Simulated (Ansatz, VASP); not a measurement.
Fe, level by level in two programs

```
Fe
1.0
    -1.42350    1.42350    1.42350
     1.42350   -1.42350    1.42350
     1.42350    1.42350   -1.42350
Fe
1
Direct
  0.00000 0.00000 0.00000
```

Single points on this cell with VASP 6.6.1 and Ansatz 0.2.0. Each row is one pair of runs. Alike in all rows: spin: collinear, typed start; smearing: fermi-dirac, width 0.05 eV; Ansatz's potentials, cutoff: Ansatz PAW, 420 eV.

```csv
level,k mesh,"VASP's potentials, cutoff","gap on the k mesh at the Fermi level (eV), VASP","gap on the k mesh at the Fermi level (eV), Ansatz","pressure (GPa), VASP","pressure (GPa), Ansatz","net moment per atom (μB), VASP","net moment per atom (μB), Ansatz"
BLYP+D4,13 × 13 × 13,"VASP PAW PBE potentials, release 64 (Fe), 520 eV",none,none,-4.8,-5.1,2.13,2.12
"b88 exchange, pbe correlation",13 × 13 × 13,"VASP PAW PBE potentials, release 64 (Fe), 600 eV",none,none,-4.5,-4.2,2.15,2.14
HSE06,8 × 8 × 8,"VASP PAW PBE potentials, release 64 (Fe), 520 eV",none,none,12.0,11.6,2.78,2.79
PBEsol-based screened hybrid,7 × 7 × 7,"VASP PAW PBE potentials, release 64 (Fe), 520 eV",none,?,6.8,?,2.86,?
```

Task: Fill in what Ansatz gave in row 4.

Result: gap on the k mesh at the Fermi level (eV): none; pressure (GPa): 6.6; net moment per atom (μB): 2.86.

VASP's potentials hold 8 valence electrons a cell and Ansatz's 16, so a difference there can come from the potentials and not from the codes.

A gap of «none» marks a metal or a gap that the smearing closes.

The k mesh is coarse in some rows, so the values compare programs but aren't converged. Noted on Ansatz's runs: the magnetic or orbital state may not be the lowest.
